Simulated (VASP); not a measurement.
# WC in VASP: single point with PBE

Aim: the single point of WC with PBE.

Program: VASP 6.6.1. These are calculated values, not measurements. Logs are shortened: lines on timing, memory, paths and dates and some standing lists are left out, and cuts for length are marked.

## 1. The cell of the first run

The cell holds a slab with vacuum, 24 atoms: a = 5.778 Å, b = 5.778 Å, c = 19.067 Å, α = 90.00°, β = 90.00°, γ = 120.00°.

## 2. Single point, PBE

Input file INCAR:

```
SYSTEM = WC
ALGO     = Normal         ! electronic algorithm
EDIFF    = 1E-6           ! SCF threshold, eV
ENCUT    = 520            ! plane-wave cutoff, eV
GGA      = PE             ! functional
ISIF     = 2              ! what is computed and relaxed
ISMEAR   = -1             ! smearing method
LASPH    = .True.         ! aspherical terms in the spheres
LCHARG   = .True.         ! write CHGCAR
LELF     = .True.         ! ELF
LREAL    = Auto         
LVHAR    = .True.       
LWAVE    = .False.        ! write WAVECAR
NBANDS   = 126            ! bands
NELM     = 80             ! most SCF steps
PREC     = Accurate       ! precision mode
SIGMA    = 0.05           ! smearing width, eV
```

Input file KPOINTS:

```
k-points
0
Gamma
  3 3 1
  0 0 0
```

Input file POSCAR:

```
WC
1.0
    5.7780000000      0.0000000000      0.0000000000
   -2.8890000000      5.0038950000      0.0000000000
    0.0000000000      0.0000000000     19.0675000000
W C
12 12
Direct
    0.0000000000      0.0000000000      0.0524452603
   -0.0021961322      0.0230220658      0.2053966173
    0.0288354800      0.0071344423      0.3563498099
   -0.0000047463      0.4999905074      0.0524452603
   -0.0082287351      0.5022687327      0.2023915039
   -0.0030583898      0.5226128846      0.3568742625
    0.5000000000      0.0000000000      0.0524452603
    0.4841698991     -0.0022382564      0.2026904419
    0.5105791960      0.0322348890      0.3561505179
    0.4999952537      0.4999905074      0.0524452603
    0.4943081859      0.5061656969      0.2024387046
    0.5170247429      0.5234921996      0.3479900354
    0.3333350820      0.1666701639      0.1265766356
    0.3351853477      0.1875738799      0.2736908352
    0.3281799083      0.1801396712      0.4104733185
    0.3333303357      0.6666606713      0.1265766356
    0.3352536224      0.6960178021      0.2827061754
    0.3283464812      0.7149830282      0.4156601547
    0.8333350820      0.1666701639      0.1265766356
    0.8134920954      0.1653711759      0.2769948866
    0.8322702193      0.1653711759      0.4087006687
    0.8333303357      0.6666606713      0.1265766356
    0.8298014322      0.6713370285      0.2720807657
    0.8253313655      0.6834076255      0.4089209388
```

Potentials or basis: VASP PAW PBE potentials, release 64 (W_sv, C).

Run with:

```sh
$ cat potpaw_PBE.64/W_sv/POTCAR potpaw_PBE.64/C/POTCAR > POTCAR
$ mpirun -np 1 vasp_std > vasp.out
```

OUTCAR:

```text
SYSTEM = WC
   EDIFF = 1E-6
   ENCUT = 520
   GGA = PE
   ISIF = 2
   ISMEAR = -1
   LASPH = .True.
   LREAL = Auto
   NELM = 80
   PREC = Accurate

 ion  position               nearest neighbor table
   1  0.000  0.000  0.052-  19 2.19  13 2.19  22 2.19  10 2.89   4 2.89   7 2.89   7 2.89   4 2.89
                            10 2.89   2 2.92
   2  0.998  0.023  0.205-  14 2.13  20 2.13  19 2.15  23 2.17  13 2.26  22 2.33   5 2.79  11 2.83
                             8 2.89   3 2.89   8 2.90   1 2.92  11 2.95   5 2.99
   3  0.029  0.007  0.356-  15 1.82  24 1.92  21 2.04  14 2.20  23 2.33  20 2.41   6 2.71   9 2.71
                            12 2.88   2 2.89  12 2.91   9 3.07   6 3.07
   4  1.000  0.500  0.052-  19 2.19  22 2.19  16 2.19   5 2.86   7 2.89   1 2.89  10 2.89  10 2.89
                             7 2.89   1 2.89
   5  0.992  0.502  0.202-  23 2.12  22 2.17  20 2.21  19 2.22  16 2.24  17 2.31   2 2.79   8 2.85
                             4 2.86  11 2.89  11 2.89   8 2.92   6 2.95   2 2.99
   6  0.997  0.523  0.357-  24 1.94  18 2.01  21 2.04  17 2.21  23 2.26  20 2.35   3 2.71  12 2.78
                             9 2.82   5 2.95   9 2.96  12 3.01   3 3.07
   7  0.500  0.000  0.052-  13 2.19  19 2.19  16 2.19   8 2.87  10 2.89   4 2.89   1 2.89   1 2.89
                            10 2.89   4 2.89
   8  0.484  0.998  0.203-  17 2.15  13 2.16  14 2.17  20 2.17  16 2.20  19 2.27   5 2.85   7 2.87
                            11 2.87   2 2.89   2 2.90  11 2.91   5 2.92   9 2.93
   9  0.511  0.032  0.356-  21 1.90  15 1.95  18 1.96  20 2.14  17 2.19  14 2.28   3 2.71   6 2.82
[... 5 lines left out ...]
  12  0.517  0.523  0.348-  24 1.93  15 2.09  23 2.13  17 2.17  14 2.20  18 2.30  11 2.78   6 2.78
                             9 2.82   3 2.88   3 2.91   9 2.96   6 3.01
  13  0.333  0.167  0.127-   8 2.16  10 2.19   7 2.19   1 2.19  11 2.23   2 2.26
  14  0.335  0.188  0.274-  11 2.09   2 2.13   8 2.17  12 2.20   3 2.20   9 2.28
  15  0.328  0.180  0.410-   3 1.82   9 1.95  12 2.09
  16  0.333  0.667  0.127-  11 2.16  10 2.19   4 2.19   7 2.19   8 2.20   5 2.24
  17  0.335  0.696  0.283-   8 2.15  12 2.17   9 2.19   6 2.21   5 2.31  11 2.32
  18  0.328  0.715  0.416-   9 1.96   6 2.01  12 2.30
  19  0.833  0.167  0.127-   2 2.15   4 2.19   1 2.19   7 2.19   5 2.22   8 2.27
  20  0.813  0.165  0.277-   2 2.13   9 2.14   8 2.17   5 2.21   6 2.35   3 2.41
  21  0.832  0.165  0.409-   9 1.90   3 2.04   6 2.04
  22  0.833  0.667  0.127-   5 2.17   4 2.19  10 2.19   1 2.19  11 2.23   2 2.33
  23  0.830  0.671  0.272-   5 2.12  12 2.13  11 2.14   2 2.17   6 2.26   3 2.33
  24  0.825  0.683  0.409-   3 1.92  12 1.93   6 1.94

  LATTYP: Found a hexagonal cell.
 ALAT       =     5.7780000000
 C/A-ratio  =     3.3000173070

  Lattice vectors:

 A1 = (   5.7780000000,   0.0000000000,   0.0000000000)
 A2 = (  -2.8890000000,   5.0038950000,   0.0000000000)
 A3 = (   0.0000000000,   0.0000000000,  19.0675000000)

Analysis of symmetry for initial positions (statically):
=====================================================================
[... 162 lines left out ...]
   EFERMI =   0.00;   METHOD = LEGACY
   ISMEAR =    -1;   SIGMA  =   0.05  broadening in eV -4-tet -1-fermi 0-gaus
   EFERMI_NEDOS =   21; number of points for ismear=-14 and -15
   IALGO  =     38    algorithm
   IMIX   =      4    mixing-type and parameters
     AMIX     =   0.40;   BMIX     =  1.00
     AMIX_MAG =   1.60;   BMIX_MAG =  1.00
  volume/ion in A,a.u.               =      22.97       155.01
  Fermi-wavevector in a.u.,A,eV,Ry     =   1.197934  2.263767 19.524987  1.435046
  Thomas-Fermi vector in A             =   2.333836
   LORBIT       =      0    0 simple, 1 ext, 2 COOP (PROOUT), +10 PAW based schemes
   GGA     = PE    functional components
   LHFCALC =     F    Hartree Fock is set to
   AEXX    =    0.0000 exact exchange contribution
   IVDW    =     0    specifies the selected vdW correction
   LEPSILON=     F    determine dielectric tensor
   LRPA    =     F    only Hartree local field effects (RPA)
 non-spin polarized calculation
  energy-cutoff  :      520.00
  volume of cell :      551.29
 maximum number of plane-waves:     14891
 NGX is ok and might be reduce to    48
   NGX = 21   NGY = 21   NGZ = 71

 number of electron     215.9999995 magnetization

 Free energy of the ion-electron system (eV)
  ---------------------------------------------------
  ext. energy  EPLUGINS =         0.00000000
  ---------------------------------------------------
  free energy    TOTEN  =      -249.49209311 eV

  energy without entropy =     -249.46194768  energy(sigma->0) =     -249.47702039

 E-fermi :   2.1690     XC(G=0):  -7.2388

 val. band max:        1.9302204364   @ k =   0.0000   0.0000   0.0000
 cond. band min:       2.2301328565   @ k =   0.0000   0.3333   0.0000
 fundamental gap:      0.2999124201
 Fermi energy:         2.1690362248

 k-point     1 :       0.0000    0.0000    0.0000
  band No.  band energies     occupation
      1     -72.0960      2.00000
      2     -72.0457      2.00000
      3     -72.0178      2.00000
      4     -71.9855      2.00000
      5     -71.9413      2.00000
      6     -71.8853      2.00000
[... 604 lines left out ...]
    119       3.9678      0.00000
    120       4.1622      0.00000
 [bands above 120 left out]

------------------------ aborting loop because EDIFF is reached ----------------------------------------

  FORCE on cell =-STRESS in cart. coord.  units (eV):
  Direction    XX          YY          ZZ          XY          YZ          ZX
  --------------------------------------------------------------------------------------
  -------------------------------------------------------------------------------------
  Total       28.0342434     25.4117434      7.2564178      2.6928563     -3.3863198      5.3762346
  in kB       81.4741695     73.8525615     21.0888735      7.8260799     -9.8414496     15.6246146
  external PRESSURE =      58.8052015 kB  Pullay stress =       0.0000000 kB

 VOLUME and BASIS-vectors are now :
 -----------------------------------------------------------------------------
  energy-cutoff  :      520.00
  volume of cell :      551.29
      direct lattice vectors                 reciprocal lattice vectors
     5.778000000  0.000000000  0.000000000     0.173070267  0.099922161  0.000000000
    -2.889000000  5.003895000  0.000000000     0.000000000  0.199844321  0.000000000
     0.000000000  0.000000000 19.067500000     0.000000000  0.000000000  0.052445260

 POSITION                                       TOTAL-FORCE (eV/Angst)
 -----------------------------------------------------------------------------------
      0.00000      0.00000      1.00000        -0.141139      0.080930      1.112065
      5.69880      0.11520      3.91640         0.835171     -2.568265     -1.561334
      0.14600      0.03570      6.79470        -6.611310      1.604340     -2.839824
      4.33350      2.50190      1.00000        -0.161989      0.058904      0.881678
      4.27940      2.51330      3.85910         0.226835      0.588552      0.115446
      4.25050      2.61510      6.80470         2.643638     -1.848247     -0.854067
[... 16 lines left out ...]
      2.85510      3.35930      5.18790         0.321817      0.482513      0.147264
      2.79440      3.41970      7.79710         0.173057     -0.369101      2.787822
 -----------------------------------------------------------------------------------
    total drift:                               -0.008434     -0.010294      0.056490

  FREE ENERGIE OF THE ION-ELECTRON SYSTEM (eV)
  ---------------------------------------------------
  free  energy   TOTEN  =      -249.4920931079 eV

  energy  without entropy=     -249.4619476803  energy(sigma->0) =     -249.47702039
```

OSZICAR:

```text
N       E                     dE             d eps       ncg     rms          rms(c)
DAV:   1     0.277093708562E+04    0.27709E+04   -0.12772E+05  1436   0.171E+03
DAV:   2    -0.849712896775E+02   -0.28559E+04   -0.27966E+04  1426   0.529E+02
DAV:   3    -0.279864337874E+03   -0.19489E+03   -0.18969E+03  1586   0.133E+02
[... 24 lines left out ...]
DAV:  28    -0.249492075409E+03   -0.35747E-04   -0.11939E-06   912   0.400E-03    0.245E-03
DAV:  29    -0.249492083025E+03   -0.76162E-05   -0.32651E-07   840   0.279E-03    0.159E-03
DAV:  30    -0.249492088569E+03   -0.55438E-05   -0.25083E-07   816   0.193E-03    0.646E-04
DAV:  31    -0.249492092721E+03   -0.41520E-05   -0.18646E-07   824   0.100E-03    0.531E-04
DAV:  32    -0.249492093108E+03   -0.38662E-06   -0.36301E-08   720   0.524E-04
   1 F= -.24949209E+03 E0= -.24947702E+03  d E =-.301454E-01
```

It took 12 min on 1 thread of Intel Xeon 6975P-C (Granite Rapids), shared host; peak memory 0.77 GiB.

What came out:

```
Free energy            : -249.4921 eV
Largest force          : 7.372 eV/Å
Band gap on the k mesh : zero (bands 108 and 109 overlap by 0.84 eV)
```

Forces on the atoms (eV/Å):
```
W   -0.141  0.081  1.112
W    0.835 -2.568 -1.561
W   -6.611  1.604 -2.840
W   -0.162  0.059  0.882
W    0.227  0.589  0.115
W    2.644 -1.848 -0.854
W   -0.139  0.006  0.969
W    1.136  1.135 -0.282
W    0.139 -2.216 -1.664
W   -0.020  0.077  0.863
W    0.231  0.834 -1.108
W   -3.459 -0.541  3.034
C   -0.359  0.284 -0.672
C    0.322 -0.459 -0.099
C    1.647  2.878  2.761
C   -0.389  0.030 -0.710
C    0.101 -1.334 -2.005
C    1.449 -2.047 -0.272
C   -0.521  0.201 -0.559
C    1.094  1.400 -0.832
C    1.748  1.434  1.382
C   -0.267  0.287 -0.596
C    0.322  0.483  0.147
C    0.173 -0.369  2.788
```

Caveat: the k points lie up to 0.42 Å⁻¹ apart, too coarse for converged energies and pressures of a metal; spin-orbit coupling is left out, which moves the levels of the heavy elements.
